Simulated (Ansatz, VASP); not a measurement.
MnSi in VASP and in Ansatz

Contents of INCAR:

```
SYSTEM = MnSi
  PREC = Accurate
  ENCUT = 600
  EDIFF = 1E-6
  ISMEAR = -1
  SIGMA = 0.05
  LREAL = .FALSE.
  LASPH = .TRUE.
  NELM = 150
  ALGO = Normal
  ISIF = 3
  LWAVE = .FALSE.
  LCHARG = .FALSE.
  ISPIN = 2
  MAGMOM = 3.5 3.5 3.5 3.5 0 0 0 0
  LORBIT = 11
  LMAXMIX = 4
  GGA = PS
  IBRION = 2
  NSW = 80
  EDIFFG = -0.01
```

File KPOINTS:

```
regular mesh
0
G
  7 7 7
  0 0 0
```

The input POSCAR:

```
MnSi
1.0
    4.5480000000      0.0000000000      0.0000000000
    0.0000000000      4.5480000000      0.0000000000
    0.0000000000      0.0000000000      4.5480000000
Mn Si
4 4
Direct
    0.1354792600      0.1354792600      0.1354792600
    0.3645207400      0.8645207400      0.6354792600
    0.6354792600      0.3645207400      0.8645207400
    0.8645207400      0.6354792600      0.3645207400
    0.8446935049      0.8446935049      0.8446935049
    0.6553064951      0.1553064951      0.3446935049
    0.3446935049      0.6553064951      0.1553064951
    0.1553064951      0.3446935049      0.6553064951
```

Input for Ansatz:

```yaml
crystal:
  lattice:
    - [4.548, 0.0, 0.0]
    - [0.0, 4.548, 0.0]
    - [0.0, 0.0, 4.548]
  atoms:
    - { symbol: Mn, position: [0.13547926, 0.13547926, 0.13547926], spin: 3.5 }
    - { symbol: Mn, position: [0.36452074, 0.86452074, 0.63547926], spin: 3.5 }
    - { symbol: Mn, position: [0.63547926, 0.36452074, 0.86452074], spin: 3.5 }
    - { symbol: Mn, position: [0.86452074, 0.63547926, 0.36452074], spin: 3.5 }
    - { symbol: Si, position: [0.8446935049, 0.8446935049, 0.8446935049] }
    - { symbol: Si, position: [0.6553064951, 0.1553064951, 0.3446935049] }
    - { symbol: Si, position: [0.3446935049, 0.6553064951, 0.1553064951] }
    - { symbol: Si, position: [0.1553064951, 0.3446935049, 0.6553064951] }
magnetization:
  spin_polarized: true
kpoints:
  mp_grid: { grid: [7, 7, 7] }
scf:
  occupations: { method: fermi_dirac, width: 0.05 }
hamiltonian:
  xc: pbesol
  pseudopotentials: { kind: paw }
output:
  forces: true
  stress: true
  populations: true
  efg: { quadrupole_moments_barn: { Mn: 0.33 }, contact_densities: true }
relax:
  f_tol: 0.01
  max_steps: 60
  cell: {}
```

Alike in both runs: task relaxation of cell and atoms; functional PBEsol; k mesh 7 × 7 × 7; occupations fermi-dirac, width 0.05 eV; collinear spin.

|  | VASP | Ansatz |
| --- | --- | --- |
| version | VASP 6.6.1 | Ansatz 0.2.0 |
| potentials or method | VASP PAW PBE potentials, release 64 (Mn_pv, Si) | plane-wave PAW, scalar-relativistic |
| plane-wave cutoff (eV) | 600 | 420 |
| valence electrons in the cell | 68 | 76 |

|  | VASP | Ansatz | Ansatz less VASP |
| --- | --- | --- | --- |
| net moment per atom (μB) | 0.46 | 0.46 | 0.000 |
| size of the moment on the site where the two differ most (μB) | 0.96 | 0.91 | -0.050 |
| relaxed volume (Å³/atom) | 11.18 | 11.17 | -0.005 |
| relaxed cell length with the largest relative difference (Å) | 4.472 | 4.471 | -0.0007 |

VASP's potentials were made for PBE, not for PBEsol. Site moments also hang on the region over which each program counts them. VASP's potentials hold 68 valence electrons a cell and Ansatz's 76, so a difference there can come from the potentials and not from the codes.
